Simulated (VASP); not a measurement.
A run of VASP 6.6.1 is set up as follows.

INCAR

```
ALGO = Normal ; EDIFF = 1E-6
ENCUT = 520 ; GGA = PS
ISIF = 2 ; ISMEAR = 0
LASPH = T ; LCHARG = F
LREAL = F ; LWAVE = F
NBANDS = 16 ; NELM = 80
PREC = Accurate ; SIGMA = 0.02
```

File KPOINTS:

```
k-points
0
Gamma
  6 6 8
```

Contents of POSCAR:

```
HBr
1.0
    5.4459128156      0.0000000000      0.0000000000
    0.0000000000      5.4459128156      0.0000000000
    0.0000000000      0.0000000000      3.3423027804
H Br
2 2
Direct
    0.0000000000      0.0000000000      0.0000000000
    0.5000000000      0.5000000000      0.5000000000
    0.0000000000      0.0000000000      0.5000000000
    0.5000000000      0.5000000000      0.0000000000
```

Potentials or basis: VASP PAW PBE potentials, release 64 (H, Br).

The run is started by

```console
$ cat potpaw_PBE.64/H/POTCAR potpaw_PBE.64/Br/POTCAR > POTCAR
$ mpirun -np 1 vasp_std > vasp.out
```

**Question.** Predict the band gap on the k mesh.

**Answer.** 1.42 eV.

**Question.** What does it give for the pressure?

**Answer.** 0.0 GPa.

Stress tensor (GPa, compression positive):
```
-0.02  0.00  0.00
 0.00 -0.02  0.00
 0.00  0.00  0.12
```

Caveat: the PAW data sets were made with another functional, which shifts forces and pressure a little. A k mesh can miss the band edges.
